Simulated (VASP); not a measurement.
# LiBe16 (a cell with a defect) in VASP: single point with PBE

Aim: the single point of LiBe16 (a cell with a defect) with PBE.

Program: VASP 6.6.1. These are calculated values, not measurements. Logs are shortened: lines on timing, memory, paths and dates and some standing lists are left out, and cuts for length are marked.

### Step 1. The cell of the first run

The cell holds a defect, 17 atoms: a = 4.580 Å, b = 3.966 Å, c = 7.177 Å, α = 90.00°, β = 90.00°, γ = 90.00°.

### Step 2. Single point, PBE

The input, INCAR:

```
  PREC = Accurate
  ENCUT = 520
  EDIFF = 1E-6
  ISMEAR = 0
  SIGMA = 0.1
  LREAL = Auto
  LASPH = True
  NELM = 60
  ALGO = Normal
  ISIF = 2
  LWAVE = False
  LCHARG = False
  GGA = PE
  NBANDS = 32
```

The input, KPOINTS:

```
Automatic mesh
0
Gamma
  5 5 3
```

The input, POSCAR:

```
LiBe16
1.0
   -2.2900000000     -3.9663960000      0.0000000000
    3.4350000000     -1.9831980000      0.0000000000
    0.0000000000      0.0000000000      7.1768600000
Be Li
16 1
Direct
    0.6907134092      0.2238298183      0.0067204938
    0.5138061605      0.3978092701      0.2596187458
    0.7659445952      0.5439461686      0.5067685636
    0.5139519562      0.3975425737      0.7536230974
    0.4773260429     -0.1608105139      0.0073610361
    0.2427290635      0.8475568876      0.2618197940
    0.5065912245      0.0385257315      0.5068970132
    0.2432346837      0.8476178810      0.7523153074
    0.2822384664      0.4449821207      0.0064806270
    0.0093916270      0.3522944803      0.2610615007
    0.2601899806      0.5279711969      0.5067696778
    0.0094051168      0.3524341410      0.7526533780
    0.0742498812      0.0434958820      0.0069691549
    0.7552685220      0.9010642063      0.2605504100
    0.0106610876      0.0344377348      0.5069453955
    0.7553884253      0.9006236729      0.7531970201
   -0.1235476427      0.6330173483      0.0070140847
```

Potentials or basis: VASP PAW PBE potentials, release 64 (Be, Li_sv).

Started as:

```console
> cat potpaw_PBE.64/Be/POTCAR potpaw_PBE.64/Li_sv/POTCAR > POTCAR
> mpirun -np 1 vasp_std > vasp.out
```

OUTCAR:

```text
PREC = Accurate
   ENCUT = 520
   EDIFF = 1E-6
   ISMEAR = 0
   LREAL = Auto
   LASPH = True
   NELM = 60
   ISIF = 2
   GGA = PE

 ion  position               nearest neighbor table
   1  0.691  0.224  0.007-   5 1.81  17 1.83  13 1.90   9 2.07   2 2.10   4 2.10  16 2.25  14 2.25
                            17 2.49
   2  0.514  0.398  0.260-   1 2.10   9 2.11   6 2.17  11 2.18   3 2.19  14 2.26   7 2.28  10 2.28
                            14 2.28  10 2.32
   3  0.766  0.544  0.507-   4 2.19   2 2.19  10 2.22  12 2.22  15 2.25  11 2.26  14 2.27  16 2.27
                             7 2.29  15 2.31  11 2.32   7 2.33
   4  0.514  0.398  0.754-   1 2.10   9 2.11   8 2.17  11 2.18   3 2.19  16 2.26   7 2.27  12 2.28
                            16 2.28  12 2.32
   5  0.477  0.839  0.007-   9 1.80   1 1.81  17 2.00  13 2.02   6 2.12   8 2.12  14 2.23  16 2.24

   6  0.243  0.848  0.262-   5 2.12  13 2.13  11 2.17   2 2.17  15 2.18  10 2.24  14 2.24   7 2.26
                            10 2.27  14 2.36
   7  0.507  0.039  0.507-  14 2.17  16 2.17  11 2.25   6 2.26   8 2.27  15 2.27   4 2.27   2 2.28
                             3 2.29  15 2.31  11 2.32   3 2.33
   8  0.243  0.848  0.752-   5 2.12  13 2.13  11 2.17   4 2.17  15 2.19  12 2.24  16 2.24   7 2.27
                            12 2.27  16 2.36
   9  0.282  0.445  0.006-   5 1.80  13 1.86  17 2.00   1 2.07   4 2.11   2 2.11  12 2.24  10 2.24

  10  0.009  0.352  0.261-  14 2.13  15 2.17  13 2.22  11 2.22   3 2.22  17 2.22   6 2.24   9 2.24
                             6 2.27   2 2.28   2 2.32
  11  0.260  0.528  0.507-   6 2.17   8 2.17   4 2.18   2 2.18  10 2.22  12 2.22   7 2.25   3 2.26
                            15 2.27  15 2.31   3 2.32   7 2.32
  12  0.009  0.352  0.753-  16 2.14  15 2.17  11 2.22  13 2.22   3 2.22  17 2.22   8 2.24   9 2.24
                             8 2.27   4 2.28   4 2.32
  13  0.074  0.043  0.007-   9 1.86  17 1.86   1 1.90   5 2.02   8 2.13   6 2.13  10 2.22  12 2.22

  14  0.755  0.901  0.261-  10 2.13   7 2.17  17 2.18  15 2.19   5 2.23   6 2.24   1 2.25   2 2.26
                             3 2.27   2 2.28   6 2.36
  15  0.011  0.034  0.507-  12 2.17  10 2.17  16 2.18   6 2.18  14 2.19   8 2.19   3 2.25  11 2.27
                             7 2.27   7 2.31   3 2.31  11 2.31
  16  0.755  0.901  0.753-  12 2.14   7 2.17  17 2.18  15 2.18   5 2.24   8 2.24   1 2.25   4 2.26
                             3 2.27   4 2.28   8 2.36
  17  0.876  0.633  0.007-   1 1.83  13 1.86   9 2.00   5 2.00  14 2.18  16 2.18  10 2.22  12 2.22
                             1 2.49

  LATTYP: Found a simple orthorhombic cell.
 ALAT       =     3.9663962620
 B/A-ratio  =     1.1547004875
 C/A-ratio  =     1.8094157835

  Lattice vectors:

 A1 = (  -3.4350000000,   1.9831980000,   0.0000000000)
 A2 = (  -2.2900000000,  -3.9663960000,   0.0000000000)
 A3 = (   0.0000000000,   0.0000000000,   7.1768600000)

Analysis of symmetry for initial positions (statically):
=====================================================================
 Subroutine PRICEL returns:
 Original cell was already a primitive cell.

 Routine SETGRP: Setting up the symmetry group for a
 simple orthorhombic supercell.

 Subroutine GETGRP returns: Found  1 space group operations
 (whereof  1 operations were pure point group operations)
 out of a pool of  8 trial point group operations.

The static configuration has the point symmetry C_1 .

Analysis of symmetry for dynamics (positions and initial velocities):
=====================================================================
 Subroutine PRICEL returns:
 Original cell was already a primitive cell.

 Routine SETGRP: Setting up the symmetry group for a
 simple orthorhombic supercell.

 Subroutine GETGRP returns: Found  1 space group operations
 (whereof  1 operations were pure point group operations)
 out of a pool of  8 trial point group operations.

The dynamic configuration has the point symmetry C_1 .

 Subroutine INISYM returns: Found  1 space group operations
 (whereof  1 operations are pure point group operations),
 and found     1 'primitive' translations

----------------------------------------------------------------------------------------

                                     Primitive cell

  volume of cell :     130.3755

  direct lattice vectors                    reciprocal lattice vectors
    -2.290000000 -3.966396000  0.000000000    -0.109170306 -0.189088533  0.000000000
     3.435000000 -1.983198000  0.000000000     0.218340611 -0.126059022  0.000000000
     0.000000000  0.000000000  7.176860000     0.000000000  0.000000000  0.139336702

  length of vectors
     4.579999697  3.966396262  7.176860000     0.218340626  0.252118027  0.139336702

  position of ions in fractional coordinates (direct lattice)
     0.690713409  0.223829818  0.006720494
     0.513806161  0.397809270  0.259618746
     0.765944595  0.543946169  0.506768564
     0.513951956  0.397542574  0.753623097
     0.477326043  0.839189486  0.007361036
     0.242729064  0.847556888  0.261819794
[... 9 lines left out ...]
     0.755388425  0.900623673  0.753197020
     0.876452357  0.633017348  0.007014085

  ion indices of the primitive-cell ions
   primitive index   ion index
                 1           1
                 2           2
                 3           3
                 4           4
                 5           5
                 6           6
[... 9 lines left out ...]
                16          16
                17          17

----------------------------------------------------------------------------------------

 KPOINTS: Automatic mesh

Automatic generation of k-mesh.
 Grid dimensions read from file:
 generate k-points for:    5    5    3

 Generating k-lattice:

  Cartesian coordinates                     Fractional coordinates (reciprocal lattice)
    -0.021834061 -0.037817707  0.000000000     0.200000000  0.000000000  0.000000000
     0.043668122 -0.025211804  0.000000000     0.000000000  0.200000000  0.000000000
     0.000000000  0.000000000  0.046445567     0.000000000  0.000000000  0.333333333

  Length of vectors
     0.043668125  0.050423605  0.046445567

  Shift w.r.t. Gamma in fractional coordinates (k-lattice)
     0.000000000  0.000000000  0.000000000

 Subroutine IBZKPT returns following result:
 ===========================================

 Found     38 irreducible k-points:

 Following reciprocal coordinates:
            Coordinates               Weight
  0.000000  0.000000  0.000000      1.000000
  0.200000  0.000000  0.000000      2.000000
  0.400000  0.000000  0.000000      2.000000
  0.000000  0.200000  0.000000      2.000000
  0.200000  0.200000  0.000000      2.000000
 -0.200000  0.200000  0.000000      2.000000
[... 16 lines left out ...]
  0.200000 -0.200000 -0.333333      2.000000
 -0.200000 -0.200000  0.333333      2.000000
 [... further k-points ...]
   k-points           NKPTS =     38   k-points in BZ     NKDIM =     38   number of bands    NBANDS=     32
   number of dos      NEDOS =    301   number of ions     NIONS =     17
   total plane-waves  NPLWV =  58320
   dimension x,y,z NGX =    36 NGY =   30 NGZ =   54
   dimension x,y,z NGXF=    72 NGYF=   60 NGZF=  108
   ions per type =              16   1
   NGX,Y,Z   is equivalent  to a cutoff of  13.07, 12.57, 12.51 a.u.
   NGXF,Y,Z  is equivalent  to a cutoff of  26.13, 25.15, 25.02 a.u.
 SYSTEM =  unknown system
   PREC   = accura    normal or accurate (medium, high low for compatibility)
   ISTART =      0    job   : 0-new  1-cont  2-samecut
   ICHARG =      2    charge: 1-file 2-atom 10-const
   ISPIN  =      1    spin polarized calculation?
   LNONCOLLINEAR =      F non collinear calculations
   LSORBIT =      F    spin-orbit coupling
   LASPH  =      T    aspherical Exc in radial PAW
   ENCUT  =  520.0 eV  38.22 Ry    6.18 a.u.   8.52  7.37 13.34*2*pi/ulx,y,z
   NELM   =     60;   NELMIN=  2; NELMDL= -5     # of ELM steps
   EDIFF  = 0.1E-05   stopping-criterion for ELM
   LREAL  =      T    real-space projection
   EDIFFG = 0.1E-04   stopping-criterion for IOM
   NSW    =      0    number of steps for IOM
   IBRION =     -1    ionic relax: 0-MD 1-quasi-New 2-CG
   NFREE  =      0    steps in history (QN), initial steepest desc. (CG)
   ISIF   =      2    stress and relaxation
   ISYM   =      2    0-nonsym 1-usesym 2-fastsym
   POTIM  = 0.5000    time-step for ionic-motion
   TEBEG  =    0.0;   TEEND  =   0.0 temperature during run
   PSTRESS=    0.0 pullay stress
   NELECT =      35.0000    total number of electrons
   NUPDOWN=      -1.0000    fix difference up-down
   EMIN   =  10.00;   EMAX   =-10.00  energy-range for DOS
   EFERMI =   0.00;   METHOD = LEGACY
   ISMEAR =     0;   SIGMA  =   0.10  broadening in eV -4-tet -1-fermi 0-gaus
   EFERMI_NEDOS =   21; number of points for ismear=-14 and -15
   IALGO  =     38    algorithm
   IMIX   =      4    mixing-type and parameters
     AMIX     =   0.40;   BMIX     =  1.00
     AMIX_MAG =   1.60;   BMIX_MAG =  1.00
  volume/ion in A,a.u.               =       7.67        51.75
  Fermi-wavevector in a.u.,A,eV,Ry     =   1.056085  1.995711 15.174786  1.115315
  Thomas-Fermi vector in A             =   2.191307
   LORBIT       =      0    0 simple, 1 ext, 2 COOP (PROOUT), +10 PAW based schemes
   GGA     = PE    functional components
   LHFCALC =     F    Hartree Fock is set to
   AEXX    =    0.0000 exact exchange contribution
   IVDW    =     0    specifies the selected vdW correction
   LEPSILON=     F    determine dielectric tensor
   LRPA    =     F    only Hartree local field effects (RPA)
 non-spin polarized calculation
 Gauss-broadening in eV      SIGMA  =   0.10
  energy-cutoff  :      520.00
  volume of cell :      130.38
 maximum number of plane-waves:      3529
 NGX is ok and might be reduce to    36
   NGX = 17   NGY = 15   NGZ = 27

 number of electron      34.9999998 magnetization

 Free energy of the ion-electron system (eV)
  ---------------------------------------------------
  ext. energy  EPLUGINS =         0.00000000
  ---------------------------------------------------
  free energy    TOTEN  =       -57.49593326 eV

  energy without entropy =      -57.48063113  energy(sigma->0) =      -57.48828220

 E-fermi :   7.1759     XC(G=0): -10.6567

 val. band max:        7.1528629377   @ k =   0.2000   0.2000   0.0000
 cond. band min:       7.1938623141   @ k =   0.4000   0.0000   0.0000
 fundamental gap:      0.0409993764
 Fermi energy:         7.1759299669

 k-point     1 :       0.0000    0.0000    0.0000
  band No.  band energies     occupation
      1     -38.9060      2.00000
      2      -4.0509      2.00000
      3      -2.1120      2.00000
      4      -1.8797      2.00000
      5       1.0047      2.00000
      6       1.1159      2.00000
[... 21 lines left out ...]
     28      11.0310      0.00000
     29      11.0798      0.00000

 k-point     2 :       0.2000    0.0000    0.0000
  band No.  band energies     occupation
      1     -38.9060      2.00000
      2      -3.8510      2.00000
      3      -1.8946      2.00000
      4      -1.7171      2.00000
      5      -0.6941      2.00000
      6       1.2826      2.00000
[... 21 lines left out ...]
     28      12.0126      0.00000
     29      12.7583      0.00000

 k-point     3 :       0.4000    0.0000    0.0000
  band No.  band energies     occupation
      1     -38.9060      2.00000
      2      -3.2645      2.00000
      3      -2.2108      2.00000
      4      -1.2466      2.00000
      5      -1.0508      2.00000
      6      -0.1728      2.00000
[... 638 lines left out ...]
      5       0.0608      2.00000
      6       0.3731      2.00000
[... 21 lines left out ...]
     28      12.0873      0.00000
     29      12.5380      0.00000

 k-point    24 :      -0.2000   -0.2000    0.3333
  band No.  band energies     occupation
      1     -38.9060      2.00000
      2      -3.3539      2.00000
      3      -2.6581      2.00000
      4      -0.3483      2.00000
      5       0.0739      2.00000
      6       0.3312      2.00000
[... 21 lines left out ...]
     28      12.1401      0.00000
     29      12.6593      0.00000

 [... further k-points ...]

 [bands above 29 left out]

------------------------ aborting loop because EDIFF is reached ----------------------------------------

  FORCE on cell =-STRESS in cart. coord.  units (eV):
  Direction    XX          YY          ZZ          XY          YZ          ZX
  --------------------------------------------------------------------------------------
  -------------------------------------------------------------------------------------
  Total       10.5007291     15.4773303      1.5830332     -3.4618950      0.0178994      0.0193624
  in kB      129.0428696    190.2000426     19.4538063    -42.5430328      0.2199641      0.2379429
  external PRESSURE =     112.8989062 kB  Pullay stress =       0.0000000 kB

 VOLUME and BASIS-vectors are now :
 -----------------------------------------------------------------------------
  energy-cutoff  :      520.00
  volume of cell :      130.38
      direct lattice vectors                 reciprocal lattice vectors
    -2.290000000 -3.966396000  0.000000000    -0.109170306 -0.189088533  0.000000000
     3.435000000 -1.983198000  0.000000000     0.218340611 -0.126059022  0.000000000
     0.000000000  0.000000000  7.176860000     0.000000000  0.000000000  0.139336702

 POSITION                                       TOTAL-FORCE (eV/Angst)
 -----------------------------------------------------------------------------------
     -0.81288     -3.18354      0.04823        -0.005015      0.009557     -0.003782
      0.18986     -2.82689      1.86325         0.003453     -0.002413      0.003024
      0.11444     -4.11679      3.63701         0.000591      0.001464      0.001399
      0.18861     -2.82694      5.40865         0.000108     -0.004315     -0.001461
      1.78954     -3.55754      0.05283         0.005074      0.008433     -0.003648
      2.35551     -2.64363      1.87904        -0.001623     -0.003688     -0.003133
[... 9 lines left out ...]
      1.36380     -4.78228      5.40559         0.002575      0.002277     -0.002399
      0.16734     -4.73176      0.05034        -0.009630     -0.004176     -0.008616
 -----------------------------------------------------------------------------------
    total drift:                               -0.000761     -0.002152     -0.003149

  FREE ENERGIE OF THE ION-ELECTRON SYSTEM (eV)
  ---------------------------------------------------
  free  energy   TOTEN  =       -57.4959332566 eV

  energy  without entropy=      -57.4806311342  energy(sigma->0) =      -57.48828220
```

Wall time 9.3 min (1 thread of Oxide Virtual Turin-like, shared host); peak memory 0.24 GiB.

What came out:

```yaml
Free_energy: -57.4959 eV
Largest_force: 0.020 eV/Å
Band_gap_on_the_k_mesh: zero (an odd number of electrons rules out a gap without spin polarisation)
```

Forces on the atoms (eV/Å):
```
Be  -0.005  0.010 -0.004
Be   0.003 -0.002  0.003
Be   0.001  0.001  0.001
Be   0.000 -0.004 -0.001
Be   0.005  0.008 -0.004
Be  -0.002 -0.004 -0.003
Be   0.007 -0.003  0.000
Be   0.001 -0.001  0.004
Be  -0.005  0.006  0.002
Be  -0.002 -0.001  0.004
Be   0.006  0.001  0.005
Be  -0.002  0.004 -0.001
Be   0.002 -0.020  0.000
Be  -0.001  0.004  0.006
Be  -0.002  0.002 -0.001
Be   0.003  0.002 -0.002
Li  -0.010 -0.004 -0.009
```

Levels at points of the mesh, in eV from the Fermi level:
```csv
k point,band 13,band 14,band 15,band 16,band 17,band 18,band 19,band 20,band 21,band 22
"(0.00, 0.00, 0.00)",-3.62,-3.26,-3.26,-1.25,0.26,0.39,0.60,1.04,1.42,1.83
```

Caveat: the cutoff is under 1.25 times the usual one of these potentials, so pressure, stress and relaxed cells hold a basis-set (Pulay) error.

The gap in the log of VASP goes by the Fermi energy; the results here count the filled bands.